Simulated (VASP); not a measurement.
Here is a VASP 6.6.1 calculation.

Contents of INCAR:

```
SYSTEM = RbBr
ALGO = Normal ; EDIFF = 1E-7
ENCUT = 520 ; GGA = PE
ISIF = 2 ; ISMEAR = 0
LASPH = .True. ; LCHARG = .True.
LELF = .True. ; LREAL = .False.
LVHAR = .True. ; LWAVE = .False.
NBANDS = 15 ; NELM = 100
PREC = Accurate ; SIGMA = 0.05
```

File KPOINTS:

```
k-points
0
Gamma
  8 8 8
  0 0 0
```

Contents of POSCAR:

```
RbBr
1.0
    0.0000000000      3.4847962830      3.4847962830
    3.4847962830      0.0000000000      3.4847962830
    3.4847962830      3.4847962830      0.0000000000
Rb Br
1 1
Direct
    0.5000000000      0.5000000000      0.5000000000
    0.0000000000      0.0000000000      0.0000000000
```

Potentials or basis: VASP PAW PBE potentials, release 64 (Rb_sv, Br).

The run is started by

```sh
$ cat potpaw_PBE.64/Rb_sv/POTCAR potpaw_PBE.64/Br/POTCAR > POTCAR
$ mpirun -np 1 vasp_std > vasp.out
```

**Question.** Estimate the pressure.

**Answer.** 0.3 GPa.

**Question.** Predict the band gap on the k mesh.

**Answer.** 4.24 eV, direct.

 A k mesh can miss the band edges.
